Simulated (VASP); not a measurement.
Input of a VASP 6.6.1 run:

File INCAR:

```
ALGO     = Normal         # electronic algorithm
EDIFF    = 1E-6           # SCF threshold, eV
ENCUT    = 520            # plane-wave cutoff, eV
GGA      = PS             # functional
ISIF     = 2              # what is computed and relaxed
ISMEAR   = 1              # smearing method
LASPH    = True           # aspherical terms in the spheres
LCHARG   = False          # write CHGCAR
LREAL    = False          # projectors in reciprocal space
LWAVE    = False          # write WAVECAR
NBANDS   = 11             # bands
NELM     = 60             # most SCF steps
PREC     = Accurate       # precision mode
SIGMA    = 0.05           # smearing width, eV
```

File KPOINTS:

```
k-points
0
Gamma
  14 14 14
```

POSCAR

```
C
1.0
    1.2441888357      0.7183327630      3.3910561253
   -1.2441888357      0.7183327630      3.3910561253
    0.0000000000     -1.4366655158      3.3910561253
C
2
Direct
    0.8360000000      0.8360000000      0.8360000000
    0.1640000000      0.1640000000      0.1640000000
```

Potentials or basis: VASP PAW PBE potentials, release 64 (C).

Run with:

```sh
$ cat potpaw_PBE.64/C/POTCAR > POTCAR
$ mpirun -np 1 vasp_std > vasp.out
```

Question: Estimate the pressure.

Answer: -8.7 GPa.

Question: What does it give for the band gap on the k mesh?

Answer: 0.55 eV, direct.

Question: What does it give for the largest force?

Answer: 0.888 eV/Å.

Forces on the atoms (eV/Å):
```
C    0.000  0.000 -0.888
C    0.000  0.000  0.888
```

Caveat: the PAW data sets were made with another functional, which shifts forces and pressure a little. A k mesh can miss the band edges.
